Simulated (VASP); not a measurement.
Input of a VASP 6.6.1 run:

The input INCAR:

```
SYSTEM = KZrN
PREC = Accurate
ENCUT = 520
EDIFF = 1E-6
ISMEAR = 0
SIGMA = 0.1
LREAL = .False.
LASPH = .True.
NELM = 100
ALGO = Normal
ISIF = 2
LWAVE = .False.
LCHARG = .False.
GGA = PE
NBANDS = 20
```

Contents of KPOINTS:

```
regular mesh
0
Gamma
  6 6 4
  0 0 0
```

Contents of POSCAR:

```
KZrN
1.0
    4.2629175000      0.0000000000      0.0000000000
   -2.1314587500      3.6917948400      0.0000000000
    0.0000000000      0.0000000000      4.5373645200
K Zr N
1 1 1
Direct
    0.0000000000      0.0000000000      0.0000000000
    0.6666666700      0.3333333300      0.5000000000
    0.3333333300      0.6666666700      0.5000000000
```

Potentials or basis: VASP PAW PBE potentials, release 64 (K_sv, Zr_sv, N).

The run is started by

```sh
$ cat potpaw_PBE.64/K_sv/POTCAR potpaw_PBE.64/Zr_sv/POTCAR potpaw_PBE.64/N/POTCAR > POTCAR
$ mpirun -np 1 vasp_std > vasp.out
```

Problem. Predict the pressure.

Solution. -11.1 GPa.

Problem. What does it give for the band gap on the k mesh?

Solution. Zero (band 13 reaches 4.58 eV, above the bottom of band 14 at 3.58 eV).

Stress tensor (GPa, compression positive):
```
-19.26   0.00   0.00
  0.00 -19.26   0.00
  0.00   0.00   5.19
```
